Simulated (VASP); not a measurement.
A run of VASP 6.6.1 is set up as follows.

POSCAR

```
NaF
1.0
    0.0000000000      2.3581495000      2.2536010000
    2.3581495000      0.0000000000      2.2536010000
    2.3581495000      2.3581495000      0.0000000000
Na F
1 1
Direct
    0.0000000000      0.0000000000      0.0000000000
    0.5000000000      0.5000000000      0.5000000000
```

The input INCAR.step1:

```
SYSTEM = NaF
ALGO = Normal
EDIFF = 1E-4
ENCUT = 520
GGA = PE
ISMEAR = 0
LASPH = .TRUE.
LCHARG = .FALSE.
LREAL = .FALSE.
LWAVE = .TRUE.
NBANDS = 14
NELM = 80
PREC = Accurate
SIGMA = 0.05
```

File INCAR.step2:

```
SYSTEM = NaF
ALGO = Normal
EDIFF = 1E-6
ENCUT = 520
ISIF = 2
ISMEAR = 0
ISTART = 1
LASPH = .TRUE.
LCHARG = .TRUE.
LELF = .TRUE.
LMIXTAU = .TRUE.
LREAL = .FALSE.
LVHAR = .TRUE.
LWAVE = .FALSE.
METAGGA = R2SCAN
NBANDS = 14
NELM = 80
PREC = Accurate
SIGMA = 0.05
```

KPOINTS

```
k-points
0
G
  8 8 8
  0 0 0
```

Potentials or basis: VASP PAW PBE potentials, release 64 (Na_pv, F).

Command:

```sh
$ cat potpaw_PBE.64/Na_pv/POTCAR potpaw_PBE.64/F/POTCAR > POTCAR
$ cp INCAR.step1 INCAR
$ mpirun -np 1 vasp_std > vasp.out
$ cp INCAR.step2 INCAR
$ mpirun -np 1 vasp_std > vasp.out
```

**Question.** Estimate the band gap on the k mesh.

**Answer.** 7.12 eV, direct.

**Question.** Estimate the pressure.

**Answer.** -2.0 GPa.

Stress tensor (GPa, compression positive):
```
-3.39  0.00  0.00
 0.00 -3.39  0.00
 0.00  0.00  0.65
```

Caveat: the cell differs from its parent crystal (strain +0.015 along x and y, -0.030 along z); the PAW data sets were made with another functional, which shifts forces and pressure a little.
